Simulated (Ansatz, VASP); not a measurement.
## One calculation of Hf, two programs

Contents of INCAR:

```
SYSTEM = Hf
PREC = Accurate
ENCUT = 500
EDIFF = 1E-6
ISMEAR = -1
SIGMA = 0.05
LREAL = .FALSE.
LASPH = .TRUE.
NELM = 120
ALGO = Normal
ISIF = 2
LWAVE = .FALSE.
LCHARG = .FALSE.
GGA = PE
NBANDS = 11
GGA_COMPAT = .FALSE.
```

The input KPOINTS:

```
regular mesh
0
G
  9 9 9
  0 0 0
```

The input POSCAR:

```
Hf
1.0
    2.9709580381      0.0000000000      0.0000000000
    0.0000000000      2.9709580381      0.0000000000
    0.0000000000      0.0000000000      2.9709580381
Hf
1
Direct
    0.5000000000      0.5000000000      0.5000000000
```

input.yaml

```yaml
crystal:
  lattice:
    - [2.9709580381, 0.0, 0.0]
    - [0.0, 2.9709580381, 0.0]
    - [0.0, 0.0, 2.9709580381]
  atoms:
    - { symbol: Hf, position: [0.5, 0.5, 0.5] }
hamiltonian:
  xc: pbe
  pseudopotentials: { kind: paw, azcp: { folder: soft_1 } }
kpoints:
  mp_grid: { grid: [9, 9, 9] }
scf:
  occupations: { method: fermi_dirac, width: 0.05 }
output:
  forces: true
  stress: true
  eigenvalues: true
  write_density: true
  write_potential: true
  elf: true
  volumetric_format: npy
```

Alike in both runs: task single point; functional PBE; k mesh 9 × 9 × 9; occupations fermi-dirac, width 0.05 eV; no spin polarisation.

```csv
,VASP,Ansatz
version,VASP 6.6.1,Ansatz 0.2.0
potentials or method,"VASP PAW PBE potentials, release 64 (Hf_pv)",Ansatz PAW soft_1
plane-wave cutoff (eV),500,420
valence electrons in the cell,10,26
```

```csv
,VASP,Ansatz,Ansatz less VASP
gap on the k mesh at the Fermi level (eV),none,none,-
pressure (GPa),-4.2,-4.0,+0.26
```

A gap of «none» marks a metal or a gap that the smearing closes. VASP's potentials hold 10 valence electrons a cell and Ansatz's 26, so a difference there can come from the potentials and not from the codes.

Spin-orbit coupling is off throughout.
